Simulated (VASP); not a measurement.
A run of VASP 6.6.1:

Contents of POSCAR:

```
SiSb
1.0
    0.0000000000      3.9031960000      0.0000000000
    3.9031960000      0.0000000000      0.0000000000
    1.9515980000      1.9515980000     -3.0637200000
Sb Si
1 1
Direct
    0.4140000000      0.4140000000      0.1720000000
    0.0000000000      0.0000000000      0.0000000000
```

INCAR.step1

```
ALGO = Normal
EDIFF = 1E-5
ENCUT = 550
GGA = PE
GGA_COMPAT = F
ISMEAR = -1
LASPH = T
LCHARG = F
LREAL = F
LWAVE = T
NBANDS = 12
NELM = 120
PREC = Accurate
SIGMA = 0.1
```

The input INCAR.step2:

```
ALGO = Normal
EDIFF = 1E-6
ENCUT = 550
GGA_COMPAT = F
ISIF = 2
ISMEAR = -1
ISTART = 1
LASPH = T
LCHARG = F
LMIXTAU = T
LREAL = F
LWAVE = F
METAGGA = R2SCAN
NBANDS = 12
NELM = 120
PREC = Accurate
SIGMA = 0.1
```

File KPOINTS:

```
k-points
0
Gamma
  6 6 6
```

Potentials or basis: VASP PAW PBE potentials, release 64 (Sb, Si).

Run with:

```bash
$ cat potpaw_PBE.64/Sb/POTCAR potpaw_PBE.64/Si/POTCAR > POTCAR
$ cp INCAR.step1 INCAR
$ mpirun -np 1 vasp_std > vasp.out
$ cp INCAR.step2 INCAR
$ mpirun -np 1 vasp_std > vasp.out
```

Hardware: 1 thread of AMD EPYC 7R43 64-Core Processor (Zen 3) (shared host).

Q: Estimate the wall time of this run.

A: Run time: 66 s on 1 thread of AMD EPYC 7R43 64-Core Processor (Zen 3), with other jobs on the host, peak memory 0.15 GiB. Counts: k points 30.
